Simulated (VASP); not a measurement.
# Si2GeF4 (I4/mmm) in VASP: notebook

Runs on Si2GeF4. Level: PBE. Tasks: single point.

Program: VASP 6.6.1. These are calculated values, not measurements. Logs are shortened: lines on timing, memory, paths and dates and some standing lists are left out, and cuts for length are marked.

### Step 1. The cell of the first run

The structure is tetragonal, space group I4/mmm (No. 139). The conventional cell has a = 4.428 Å, b = 4.428 Å, c = 9.529 Å, α = 90.00°, β = 90.00°, γ = 90.00°. Within 2.9 Å of Si (site symmetry -4m2) lie 6 F at 2.22 to 2.38 Å. Within 2.9 Å of Ge (site symmetry 4/mmm) lie 6 F at 2.21 to 2.26 Å. Within 2.9 Å of F (site symmetry 4mm) lie 4 Si at 2.22 Å and 1 Ge at 2.26 Å. F (site symmetry mmm) has 2 Ge at 2.21 Å and 2 Si at 2.38 Å within 2.9 Å.

The cell was generated, and may not be a known phase.

### Step 2. Single point, PBE

Contents of INCAR:

```
SYSTEM = Si2GeF4
PREC     = Accurate       ! precision mode
ENCUT    = 520            ! plane-wave cutoff, eV
EDIFF    = 1E-6           ! SCF threshold, eV
ISMEAR   = 0              ! smearing method
SIGMA    = 0.1            ! smearing width, eV
LREAL    = .False.        ! projectors in reciprocal space
LASPH    = .True.         ! aspherical terms in the spheres
NELM     = 60             ! most SCF steps
ALGO     = Normal         ! electronic algorithm
ISIF     = 2              ! what is computed and relaxed
LWAVE    = .False.        ! write WAVECAR
LCHARG   = .True.         ! write CHGCAR
GGA      = PE             ! functional
LELF     = .True.         ! ELF
LVHAR    = .True.       
NBANDS   = 34             ! bands
```

Contents of KPOINTS:

```
regular mesh
0
Gamma
  6 6 6
  0 0 0
```

Contents of POSCAR:

```
Si2GeF4
1.0
   -2.2140517700      2.2140517700      4.7645121700
    2.2140517700     -2.2140517700      4.7645121700
    2.2140517700      2.2140517700     -4.7645121700
Si Ge F
2 1 4
Direct
    0.2500000000      0.7500000000      0.5000000000
    0.7500000000      0.2500000000      0.5000000000
    0.0000000000      0.0000000000      0.0000000000
    0.7632300300      0.7632300300      0.0000000000
    0.2367699700      0.2367699700      0.0000000000
    0.0000000000      0.5000000000      0.5000000000
    0.5000000000      0.0000000000      0.5000000000
```

Potentials or basis: VASP PAW PBE potentials, release 64 (Si, Ge_d, F).

On the command line:

```sh
cat potpaw_PBE.64/Si/POTCAR potpaw_PBE.64/Ge_d/POTCAR potpaw_PBE.64/F/POTCAR > POTCAR
mpirun -np 1 vasp_std > vasp.out
```

OUTCAR:

```text
SYSTEM = Si2GeF4
   PREC = Accurate
   ENCUT = 520
   EDIFF = 1E-6
   ISMEAR = 0
   LREAL = .False.
   LASPH = .True.
   NELM = 60
   ISIF = 2
   GGA = PE

 ion  position               nearest neighbor table
   1  0.250  0.750  0.500-   4 2.22   5 2.22   4 2.22   5 2.22   6 2.38   7 2.38   2 3.13   2 3.13
                             2 3.13   2 3.13
   2  0.750  0.250  0.500-   4 2.22   5 2.22   4 2.22   5 2.22   6 2.38   7 2.38   1 3.13   1 3.13
                             1 3.13   1 3.13
   3  0.000  0.000  0.000-   6 2.21   7 2.21   6 2.21   7 2.21   4 2.26   5 2.26
   4  0.763  0.763  0.000-   1 2.22   2 2.22   2 2.22   1 2.22   3 2.26
   5  0.237  0.237  0.000-   2 2.22   1 2.22   1 2.22   2 2.22   3 2.26
   6  0.000  0.500  0.500-   3 2.21   3 2.21   1 2.38   2 2.38
   7  0.500  0.000  0.500-   3 2.21   3 2.21   1 2.38   2 2.38

  LATTYP: Found a body centered tetragonal cell.
 ALAT       =     4.4281035400
 C/A-ratio  =     2.1519425311

  Lattice vectors:

 A1 = (  -2.2140517700,   2.2140517700,   4.7645121700)
 A2 = (   2.2140517700,  -2.2140517700,   4.7645121700)
 A3 = (   2.2140517700,   2.2140517700,  -4.7645121700)

Analysis of symmetry for initial positions (statically):
=====================================================================
 Subroutine PRICEL returns:
 Original cell was already a primitive cell.

 Routine SETGRP: Setting up the symmetry group for a
 body centered tetragonal supercell.

 Subroutine GETGRP returns: Found 16 space group operations
 (whereof 16 operations were pure point group operations)
 out of a pool of 16 trial point group operations.

The static configuration has the point symmetry D_4h.

Analysis of symmetry for dynamics (positions and initial velocities):
=====================================================================
 Subroutine PRICEL returns:
 Original cell was already a primitive cell.

 Routine SETGRP: Setting up the symmetry group for a
 body centered tetragonal supercell.

 Subroutine GETGRP returns: Found 16 space group operations
 (whereof 16 operations were pure point group operations)
 out of a pool of 16 trial point group operations.

The dynamic configuration has the point symmetry D_4h.

 Subroutine INISYM returns: Found 16 space group operations
 (whereof 16 operations are pure point group operations),
 and found     1 'primitive' translations

----------------------------------------------------------------------------------------
[... 107 lines left out ...]
   IBRION =     -1    ionic relax: 0-MD 1-quasi-New 2-CG
   NFREE  =      0    steps in history (QN), initial steepest desc. (CG)
   ISIF   =      2    stress and relaxation
   ISYM   =      2    0-nonsym 1-usesym 2-fastsym
   POTIM  = 0.5000    time-step for ionic-motion
   TEBEG  =    0.0;   TEEND  =   0.0 temperature during run
   PSTRESS=    0.0 pullay stress
   NELECT =      50.0000    total number of electrons
   NUPDOWN=      -1.0000    fix difference up-down
   EMIN   =  10.00;   EMAX   =-10.00  energy-range for DOS
   EFERMI =   0.00;   METHOD = LEGACY
   ISMEAR =     0;   SIGMA  =   0.10  broadening in eV -4-tet -1-fermi 0-gaus
   EFERMI_NEDOS =   21; number of points for ismear=-14 and -15
   IALGO  =     38    algorithm
   IMIX   =      4    mixing-type and parameters
     AMIX     =   0.40;   BMIX     =  1.00
     AMIX_MAG =   1.60;   BMIX_MAG =  1.00
  volume/ion in A,a.u.               =      13.35        90.06
  Fermi-wavevector in a.u.,A,eV,Ry     =   1.329169  2.511765 24.037277  1.766690
  Thomas-Fermi vector in A             =   2.458352
   LORBIT       =      0    0 simple, 1 ext, 2 COOP (PROOUT), +10 PAW based schemes
   GGA     = PE    functional components
   LHFCALC =     F    Hartree Fock is set to
   AEXX    =    0.0000 exact exchange contribution
   IVDW    =     0    specifies the selected vdW correction
   LEPSILON=     F    determine dielectric tensor
   LRPA    =     F    only Hartree local field effects (RPA)
 non-spin polarized calculation
 Gauss-broadening in eV      SIGMA  =   0.10
  energy-cutoff  :      520.00
  volume of cell :       93.42
 maximum number of plane-waves:      2557
   NGX = 21   NGY = 21   NGZ = 21

 number of electron      49.9999992 magnetization

 Free energy of the ion-electron system (eV)
  ---------------------------------------------------
  ext. energy  EPLUGINS =         0.00000000
  ---------------------------------------------------
  free energy    TOTEN  =       -27.29614959 eV

  energy without entropy =      -27.28006133  energy(sigma->0) =      -27.28810546

 E-fermi :   6.4511     XC(G=0): -10.1624

 val. band max:        6.4257093544   @ k =   0.1667   0.1667   0.1667
 cond. band min:       6.4682457558   @ k =  -0.3333   0.1667  -0.0000
 fundamental gap:      0.0425364014
 Fermi energy:         6.4511274897

 k-point     1 :       0.0000    0.0000    0.0000
  band No.  band energies     occupation
      1     -20.7573      2.00000
      2     -20.3308      2.00000
      3     -19.9006      2.00000
      4     -19.7651      2.00000
      5     -19.6295      2.00000
      6     -19.6295      2.00000
[... 877 lines left out ...]
     33      10.9964      0.00000
     34      13.1229      0.00000

 [... further k-points ...]

------------------------ aborting loop because EDIFF is reached ----------------------------------------

  FORCE on cell =-STRESS in cart. coord.  units (eV):
  Direction    XX          YY          ZZ          XY          YZ          ZX
  --------------------------------------------------------------------------------------
  -------------------------------------------------------------------------------------
  Total       14.3763581     14.3763581     10.5855734      0.0000000     -0.0000000      0.0000000
  in kB      246.5502732    246.5502732    181.5394411      0.0000000     -0.0000000      0.0000000
  external PRESSURE =     224.8799958 kB  Pullay stress =       0.0000000 kB

 VOLUME and BASIS-vectors are now :
 -----------------------------------------------------------------------------
  energy-cutoff  :      520.00
  volume of cell :       93.42
      direct lattice vectors                 reciprocal lattice vectors
    -2.214051770  2.214051770  4.764512170     0.000000000  0.225830311  0.104942538
     2.214051770 -2.214051770  4.764512170     0.225830311  0.000000000  0.104942538
     2.214051770  2.214051770 -4.764512170     0.225830311  0.225830311  0.000000000

 POSITION                                       TOTAL-FORCE (eV/Angst)
 -----------------------------------------------------------------------------------
      2.21405      0.00000      2.38226         0.000000      0.000000     -0.000000
      0.00000      2.21405      2.38226         0.000000      0.000000     -0.000000
      0.00000      0.00000      0.00000         0.000000      0.000000     -0.000000
      0.00000      0.00000      7.27284        -0.000000     -0.000000     -1.235980
      0.00000      0.00000      2.25619        -0.000000     -0.000000      1.235980
      2.21405      0.00000      0.00000         0.000000      0.000000     -0.000000
      0.00000      2.21405      0.00000         0.000000      0.000000     -0.000000
 -----------------------------------------------------------------------------------
    total drift:                               -0.000000     -0.000000      0.000000

  FREE ENERGIE OF THE ION-ELECTRON SYSTEM (eV)
  ---------------------------------------------------
  free  energy   TOTEN  =       -27.2961495894 eV

  energy  without entropy=      -27.2800613287  energy(sigma->0) =      -27.28810546
```

OSZICAR:

```text
N       E                     dE             d eps       ncg     rms          rms(c)
DAV:   1     0.444859835018E+03    0.44486E+03   -0.25259E+04  2774   0.259E+03
DAV:   2     0.388557630645E+02   -0.40600E+03   -0.37870E+03  2312   0.729E+02
DAV:   3    -0.263186021602E+02   -0.65174E+02   -0.63991E+02  2346   0.160E+02
DAV:   4    -0.293537322954E+02   -0.30351E+01   -0.30232E+01  2360   0.383E+01
DAV:   5    -0.294202719831E+02   -0.66540E-01   -0.66503E-01  2368   0.597E+00    0.936E+00
DAV:   6    -0.273355513222E+02    0.20847E+01   -0.81782E+00  2452   0.251E+01    0.392E+00
DAV:   7    -0.273059793092E+02    0.29572E-01   -0.65038E-01  2470   0.610E+00    0.167E+00
DAV:   8    -0.272964481194E+02    0.95312E-02   -0.72009E-02  2560   0.222E+00    0.429E-01
DAV:   9    -0.272957290512E+02    0.71907E-03   -0.79572E-03  2994   0.138E+00    0.976E-02
DAV:  10    -0.272961092098E+02   -0.38016E-03   -0.11961E-03  2414   0.262E-01    0.278E-02
DAV:  11    -0.272961482503E+02   -0.39040E-04   -0.93050E-05  2302   0.712E-02    0.983E-03
DAV:  12    -0.272961494024E+02   -0.11522E-05   -0.49001E-06  2290   0.369E-02    0.444E-03
DAV:  13    -0.272961495894E+02   -0.18700E-06   -0.14288E-06  1764   0.124E-02
   1 F= -.27296150E+02 E0= -.27288105E+02  d E =-.160883E-01
```

Run time: 98 s. Hardware: 1 thread of Intel Xeon Platinum 8488C (Sapphire Rapids), shared host; peak memory 0.29 GiB.

Results:

```
Free energy            : -27.2961 eV
Pressure               : 22.5 GPa
Largest force          : 1.236 eV/Å
Band gap on the k mesh : zero (bands 25 and 26 overlap by 2.58 eV)
```

Forces in eV/Å, atoms in the order of the input:
```
Si   0.000  0.000  0.000
Si   0.000  0.000  0.000
Ge   0.000  0.000  0.000
F    0.000  0.000 -1.236
F    0.000  0.000  1.236
F    0.000  0.000  0.000
F    0.000  0.000  0.000
```

Caveat: the stress differs along the axes, from 18 to 25 GPa; forces of over 1 eV/Å act on the atoms, so gaps and moduli don't describe the material at rest.

### Step 3. Single point, PBE

This run uses another cell than the first one, of 14.29 Å³/atom.

Contents of INCAR:

```
SYSTEM = Si2GeF4
PREC = Accurate ; ENCUT = 520
EDIFF = 1E-6 ; ISMEAR = 0
SIGMA = 0.1 ; LREAL = .False.
LASPH = .True. ; NELM = 80
ALGO = Normal ; ISIF = 2
LWAVE = .False. ; LCHARG = .True.
GGA = PE ; LELF = .True.
LVHAR = .True. ; NBANDS = 34
```

KPOINTS is that of step 2.

Contents of POSCAR:

```
Si2GeF4
1.0
   -2.2635888347      2.2635888347      4.8805989883
    2.2635888347     -2.2635888347      4.8805989883
    2.2635888347      2.2635888347     -4.8805989883
Si Ge F
2 1 4
Direct
    0.2500000000      0.7500000000      0.5000000000
    0.7500000000      0.2500000000      0.5000000000
    0.0000000000      0.0000000000      0.0000000000
    0.6743663874      0.6743663874      0.0000000000
    0.3256336126      0.3256336126      0.0000000000
    0.0000000000      0.5000000000      0.5000000000
    0.5000000000      0.0000000000      0.5000000000
```

Potentials or basis: VASP PAW PBE potentials, release 64 (Si, Ge_d, F).

On the command line:

```sh
cat potpaw_PBE.64/Si/POTCAR potpaw_PBE.64/Ge_d/POTCAR potpaw_PBE.64/F/POTCAR > POTCAR
mpirun -np 1 vasp_std > vasp.out
```

OUTCAR:

```text
SYSTEM = Si2GeF4
   PREC = Accurate
   ENCUT = 520
   EDIFF = 1E-6
   ISMEAR = 0
   LREAL = .False.
   LASPH = .True.
   NELM = 80
   ISIF = 2
   GGA = PE

 ion  position               nearest neighbor table
   1  0.250  0.750  0.500-   5 2.38   4 2.38   5 2.38   4 2.38   6 2.44   7 2.44
   2  0.750  0.250  0.500-   5 2.38   4 2.38   5 2.38   4 2.38   6 2.44   7 2.44
   3  0.000  0.000  0.000-   6 2.26   7 2.26   6 2.26   7 2.26
   4  0.674  0.674  0.000-   1 2.38   2 2.38   1 2.38   2 2.38
   5  0.326  0.326  0.000-   1 2.38   2 2.38   1 2.38   2 2.38
   6  0.000  0.500  0.500-   3 2.26   3 2.26   1 2.44   2 2.44
   7  0.500  0.000  0.500-   3 2.26   3 2.26   1 2.44   2 2.44

  LATTYP: Found a body centered tetragonal cell.
 ALAT       =     4.5271776694
 C/A-ratio  =     2.1561331782

  Lattice vectors:

 A1 = (  -2.2635888347,   2.2635888347,   4.8805989883)
 A2 = (   2.2635888347,  -2.2635888347,   4.8805989883)
 A3 = (   2.2635888347,   2.2635888347,  -4.8805989883)

Analysis of symmetry for initial positions (statically):
=====================================================================
 Subroutine PRICEL returns:
[... 189 lines left out ...]
 k-point     1 :       0.0000    0.0000    0.0000
  band No.  band energies     occupation
      1     -20.8259      2.00000
      2     -20.6649      2.00000
      3     -20.5628      2.00000
      4     -20.5353      2.00000
      5     -20.5353      2.00000
      6     -19.6741      2.00000
[... 877 lines left out ...]
     33      10.0333      0.00000
     34      11.6555      0.00000

 [... further k-points ...]

------------------------ aborting loop because EDIFF is reached ----------------------------------------

  FORCE on cell =-STRESS in cart. coord.  units (eV):
  Direction    XX          YY          ZZ          XY          YZ          ZX
  --------------------------------------------------------------------------------------
  -------------------------------------------------------------------------------------
  Total       -0.0806176     -0.0806176     -0.0980684      0.0000000      0.0000000      0.0000000
  in kB       -1.2912563     -1.2912563     -1.5707661      0.0000000      0.0000000      0.0000000
  external PRESSURE =      -1.3844262 kB  Pullay stress =       0.0000000 kB

 VOLUME and BASIS-vectors are now :
 -----------------------------------------------------------------------------
  energy-cutoff  :      520.00
  volume of cell :      100.03
      direct lattice vectors                 reciprocal lattice vectors
    -2.263588835  2.263588835  4.880598988     0.000000000  0.220888172  0.102446442
     2.263588835 -2.263588835  4.880598988     0.220888172  0.000000000  0.102446442
     2.263588835  2.263588835 -4.880598988     0.220888172  0.220888172  0.000000000

 POSITION                                       TOTAL-FORCE (eV/Angst)
 -----------------------------------------------------------------------------------
      2.26359      0.00000      2.44030         0.000000      0.000000      0.000000
      0.00000      2.26359      2.44030         0.000000      0.000000      0.000000
      0.00000      0.00000      0.00000         0.000000      0.000000      0.000000
      0.00000      0.00000      6.58262        -0.000000     -0.000000      0.006692
      0.00000      0.00000      3.17857         0.000000      0.000000     -0.006692
      2.26359      0.00000      0.00000         0.000000      0.000000      0.000000
      0.00000      2.26359      0.00000         0.000000      0.000000      0.000000
 -----------------------------------------------------------------------------------
    total drift:                               -0.000000     -0.000000      0.000000

  FREE ENERGIE OF THE ION-ELECTRON SYSTEM (eV)
  ---------------------------------------------------
  free  energy   TOTEN  =       -29.2283748007 eV

  energy  without entropy=      -29.2193982862  energy(sigma->0) =      -29.22388654
```

Run time: 2.2 min. Hardware: 1 thread of Intel Xeon Platinum 8488C (Sapphire Rapids), shared host; peak memory 0.35 GiB.

Results:

- Free energy: -29.2284 eV
- Pressure: -0.1 GPa
- Largest force: 0.007 eV/Å
- Band gap on the k mesh: zero (bands 25 and 26 overlap by 1.52 eV)

Forces on the atoms (eV/Å):
```
Si   0.000  0.000  0.000
Si   0.000  0.000  0.000
Ge   0.000  0.000  0.000
F    0.000  0.000  0.007
F    0.000  0.000 -0.007
F    0.000  0.000  0.000
F    0.000  0.000  0.000
```

The gap in the log of VASP goes by the Fermi energy; the results here count the filled bands.